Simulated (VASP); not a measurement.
Set up this calculation in VASP 6.6.1, as the native input.

| Property | Result |
| --- | --- |
| Task | relaxation of the atoms |
| Functional | PBE |
| Dispersion | D3(BJ) |
| Potentials or basis | VASP PAW PBE potentials, release 64 (Be, Na_pv) |
| Cutoff | 520 eV |
| k mesh | 3 × 3 × 2 |
| Occupations | fermi-dirac, width 0.15 eV |
| Spin | no spin polarisation |
| Dipole correction | no |
| Further INCAR settings | LREAL = Auto; ALGO = Normal; EDIFF = 1e-07; IBRION = 2; EDIFFG = -0.08; NSW = 45 |

The structure of NaBe16 (a cell with a defect) lies in POSCAR:

```
NaBe16
1.0
   -2.2900000000     -3.9663960000      0.0000000000
    3.4350000000     -1.9831980000      0.0000000000
    0.0000000000      0.0000000000      7.1768600000
Be Na
16 1
Direct
    0.7500000000      0.5000000000      0.0000000000
    0.5000000000      0.3333333000      0.2500000000
    0.7500000000      0.5000000000      0.5000000000
    0.5000000000      0.3333333000      0.7500000000
    0.5000000000      0.0000000000      0.0000000000
    0.2500000000      0.8333333000      0.2500000000
    0.5000000000      0.0000000000      0.5000000000
    0.2500000000      0.8333333000      0.7500000000
    0.2500000000      0.5000000000      0.0000000000
    0.0000000000      0.3333333000      0.2500000000
    0.2500000000      0.5000000000      0.5000000000
    0.0000000000      0.3333333000      0.7500000000
    0.0000000000      0.0000000000      0.0000000000
    0.7500000000      0.8333333000      0.2500000000
    0.0000000000      0.0000000000      0.5000000000
    0.7500000000      0.8333333000      0.7500000000
   -0.0160293000      0.6657410000      0.1315308000
```

One way to write it, as run:

INCAR

```
SYSTEM = NaBe16
ALGO = Normal
EDIFF = 1E-7
EDIFFG = -0.08
ENCUT = 520
GGA = PE
IBRION = 2
ISIF = 2
ISMEAR = -1
IVDW = 12
LASPH = .TRUE.
LCHARG = .FALSE.
LREAL = Auto
LWAVE = .FALSE.
NELM = 80
NSW = 45
PREC = Accurate
SIGMA = 0.15
```

KPOINTS

```
k-points
0
G
  3 3 2
  0 0 0
```

Potentials or basis: VASP PAW PBE potentials, release 64 (Be, Na_pv).

The run is started by

```sh
$ cat potpaw_PBE.64/Be/POTCAR potpaw_PBE.64/Na_pv/POTCAR > POTCAR
$ mpirun -np 1 vasp_std > vasp.out
```

Results of the run:

```
Energy gained by relaxing    : 691.3 meV/atom
Ionic steps                  : 41
Pressure after relaxing      : 16.9 GPa
Largest force after relaxing : 0.069 eV/Å
Band gap on the k mesh       : zero (an odd number of electrons rules out a gap without spin polarisation)
Dispersion energy per atom   : -0.384 eV
```

Caveat: the k points lie up to 0.53 Å⁻¹ apart, too coarse for converged energies and pressures of a metal; the relaxation stopped at a loose force limit of 0.08 eV/Å, so its end isn't a converged minimum.

Wall time 12 min on 1 thread of Intel(R) Xeon(R) 6975P-C (Granite Rapids), with other jobs on the host, peak memory 0.27 GiB.
